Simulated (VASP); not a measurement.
C, 2 atoms in the cell. The structure is cubic, space group Fd-3m (No. 227). The conventional cell has a = 3.560 Å, b = 3.560 Å, c = 3.560 Å, α = 90.00°, β = 90.00°, γ = 90.00°. Within 2.1 Å of C (site symmetry -43m) lie 4 C at 1.54 Å. 

```yaml
Program: VASP 6.6.1
Task: single point
Functional: PBE
Potentials_or_basis: VASP PAW PBE potentials, release 64 (C)
Cutoff: 520 eV
k_mesh: 8 × 8 × 8
Occupations: gaussian, width 0.01 eV
Spin: no spin polarisation
Dipole_correction: no
Further_INCAR_settings: ALGO = Normal; EDIFF = 1e-07; NBANDS = 11
```

Potentials or basis: VASP PAW PBE potentials, release 64 (C).

Run with:

```console
$ cat potpaw_PBE.64/C/POTCAR > POTCAR
$ mpirun -np 1 vasp_std > vasp.out
```

Hardware: 1 thread of Intel Xeon 8259CL, on a shared host.

Question: How long does it take, and how much memory?

Answer: Wall time 5.4 s on 1 thread of Intel Xeon 8259CL, with other jobs on the host, peak memory 0.12 GiB. Counts: scf iterations 11, k points 29.
